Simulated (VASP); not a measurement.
Here is a VASP 6.6.1 calculation.

INCAR

```
SYSTEM = SiC
PREC = Accurate
ENCUT = 520
EDIFF = 1E-6
ISMEAR = 0
SIGMA = 0.01
LREAL = .FALSE.
LASPH = .TRUE.
NELM = 100
ALGO = Normal
ISIF = 2
LWAVE = .FALSE.
LCHARG = .FALSE.
GGA = CA
IBRION = 2
NSW = 50
EDIFFG = -0.002
```

The input KPOINTS:

```
Automatic mesh
0
G
  8 8 4
  0 0 0
```

POSCAR

```
SiC
1.0
    3.0716435714      0.0000000000      0.0000000000
   -1.5358217857      2.6601213642      0.0000000000
    0.0000000000      0.0000000000      5.0409930154
Si C
2 2
Direct
    0.3333333333      0.6666666667      0.0045956371
    0.6666666667      0.3333333333      0.5045956371
    0.3333333333      0.6666666667      0.3804043629
    0.6666666667      0.3333333333      0.8804043629
```

Potentials or basis: VASP PAW LDA potentials, release 64 (Si, C).

Run with:

```sh
$ cat potpaw_LDA.64/Si/POTCAR potpaw_LDA.64/C/POTCAR > POTCAR
$ mpirun -np 1 vasp_std > vasp.out
```

(1) What does it give for the band gap on the k mesh?

(2) Estimate the energy gained by relaxing.

Results:

(1) 2.40 eV (least direct gap 3.88 eV).

(2) 0.0 meV/atom.
